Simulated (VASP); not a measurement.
AlRu, 2 atoms in the cell. Symmetry: Pm-3m, No. 221, cubic system. Conventional cell: a = 2.992 Å, b = 2.992 Å, c = 2.992 Å, α = 90.00°, β = 90.00°, γ = 90.00°. Al (site symmetry m-3m) has 8 Ru at 2.59 Å and 6 Al at 2.99 Å within 3.4 Å. Within 3.4 Å of Ru (site symmetry m-3m) lie 8 Al at 2.59 Å and 6 Ru at 2.99 Å. 

```yaml
Program: VASP 6.6.1
Task: single point
Functional: BLYP
Potentials_or_basis: VASP PAW PBE potentials, release 64 (Al, Ru_pv)
Cutoff: 500 eV
k_mesh: 9 × 9 × 9
Occupations: methfessel-paxton, width 0.1 eV
Spin: no spin polarisation
Dipole_correction: no
Further_INCAR_settings: ALGO = Normal; EDIFF = 1e-06; NBANDS = 16
```

Potentials or basis: VASP PAW PBE potentials, release 64 (Al, Ru_pv).

The run is started by

```bash
$ cat potpaw_PBE.64/Al/POTCAR potpaw_PBE.64/Ru_pv/POTCAR > POTCAR
$ mpirun -np 1 vasp_std > vasp.out
```

Hardware: 1 thread of AMD EPYC 7R13, with other jobs on the host.

**Question.** Estimate the wall time of this run.

**Answer.** It took 23 s on 1 thread of AMD EPYC 7R13, with other jobs on the host, peak memory 0.11 GiB. Counts: scf iterations 12, k points 35.
